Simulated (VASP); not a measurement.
Crystal: CuO.

```xyz
4
Lattice="2.3399 -1.7384 0.0000 2.3399 1.7384 0.0000 -0.7694 0.0000 5.0611" Properties=species:S:1:pos:R:3 pbc="T T T"
Cu    1.1699    0.8692    0.0000
Cu    0.7852   -0.8692    2.5306
O     2.1475   -0.1318    1.2653
O     1.7628    0.1318    3.7959
```

Base run:

* Program: VASP 6.6.1
* Functional: r2SCAN
* Potentials or basis: VASP PAW PBE potentials, release 64 (Cu, O)
* Cutoff: 520 eV
* k mesh: 8 × 8 × 5
* Occupations: gaussian, width 0.1 eV
* Spin: collinear spin, ferromagnetic start
* Starting moments: [1.32, 1.32, 0.0, 0.0] μB
* Fixed moment: 2.64 μB

Its results: pressure 8.9 GPa; site moments Cu +0.77; O +0.45 μB; largest force 0.553 eV/Å.

Task: The run is repeated on the same cell with these changes: fixed moment from 2.64 μB to 3.52 μB; moments at the start from [1.32, 1.32, 0.0, 0.0] to [1.76, 1.76, 0.0, 0.0]. What comes out?

Result: Pressure 14.4 GPa; site moments Cu +0.94; O +0.59 μB; largest force 0.415 eV/Å.

Caveats: the PAW data sets were made with another functional, which shifts forces and pressure a little; the total moment is fixed, so each spin has its own Fermi level.
